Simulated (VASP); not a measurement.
Write the native input for VASP 6.6.1 that does the following.

| Item | Value |
| --- | --- |
| Task | single point |
| Functional | r2SCAN |
| Potentials or basis | VASP PAW PBE potentials, release 64 (Ba_sv, Ti_sv, O) |
| Cutoff | 520 eV |
| k mesh | 5 × 7 × 5 |
| Occupations | fermi-dirac, width 0.1 eV |
| Spin | no spin polarisation |
| Dipole correction | no |
| Further INCAR settings | ALGO = Normal; EDIFF = 1e-06; NBANDS = 51 |

BaTiO3:

```
Ba Ti O
1.0
    -3.96347    0.00000   -3.96347
     0.00000   -3.96347    0.00000
    -3.96347    0.00000    3.96347
Ba Ti O
2 2 6
Direct
  0.00000 0.50000 0.50000
  0.50000 0.50000 0.00000
  0.00000 0.00000 0.00000
  0.50000 0.00000 0.50000
  0.75000 0.00000 0.75000
  0.25000 0.00000 0.25000
  0.00000 0.50000 0.00000
  0.50000 0.50000 0.50000
  0.75000 0.00000 0.25000
  0.25000 0.00000 0.75000
```

One way to write it, as run:

POSCAR

```
BaTiO3
1.0
   -3.9634728400      0.0000000000     -3.9634728400
    0.0000000000     -3.9634728400      0.0000000000
   -3.9634728400      0.0000000000      3.9634728400
Ba Ti O
2 2 6
Direct
    0.0000000000      0.5000000000      0.5000000000
    0.5000000000      0.5000000000      0.0000000000
    0.0000000000      0.0000000000      0.0000000000
    0.5000000000      0.0000000000      0.5000000000
    0.7500000000      0.0000000000      0.7500000000
    0.2500000000      0.0000000000      0.2500000000
    0.0000000000      0.5000000000      0.0000000000
    0.5000000000      0.5000000000      0.5000000000
    0.7500000000      0.0000000000      0.2500000000
    0.2500000000      0.0000000000      0.7500000000
```

INCAR.step1

```
SYSTEM = BaTiO3
ALGO = Normal ; EDIFF = 1E-4
ENCUT = 520 ; GGA = PE
ISMEAR = -1 ; LASPH = .TRUE.
LCHARG = .FALSE. ; LREAL = .FALSE.
LWAVE = .TRUE. ; NBANDS = 51
NELM = 100 ; PREC = Accurate
SIGMA = 0.1
```

INCAR.step2

```
SYSTEM = BaTiO3
ALGO = Normal ; EDIFF = 1E-6
ENCUT = 520 ; ISIF = 2
ISMEAR = -1 ; ISTART = 1
LASPH = .TRUE. ; LCHARG = .FALSE.
LMIXTAU = .TRUE. ; LREAL = .FALSE.
LWAVE = .FALSE. ; METAGGA = R2SCAN
NBANDS = 51 ; NELM = 100
PREC = Accurate ; SIGMA = 0.1
```

KPOINTS

```
k-points
0
G
  5 7 5
  0 0 0
```

Potentials or basis: VASP PAW PBE potentials, release 64 (Ba_sv, Ti_sv, O).

Launch:

```console
$ cat potpaw_PBE.64/Ba_sv/POTCAR potpaw_PBE.64/Ti_sv/POTCAR potpaw_PBE.64/O/POTCAR > POTCAR
$ cp INCAR.step1 INCAR
$ mpirun -np 1 vasp_std > vasp.out
$ cp INCAR.step2 INCAR
$ mpirun -np 1 vasp_std > vasp.out
```

It gave:

| Property | Result |
| --- | --- |
| Pressure | 6.6 GPa |
| Band gap on the k mesh | 2.21 eV |

Caveat: the cell stands under pressure; the PAW data sets were made with another functional, which shifts forces and pressure a little; spin-orbit coupling is left out, which moves the levels of the heavy elements; an odd mesh through Γ misses points on the zone boundary, where band edges can lie.

It took 7.4 min on 1 thread of AMD EPYC 7R13 Processor (Zen 3), on a shared host, peak memory 0.29 GiB.
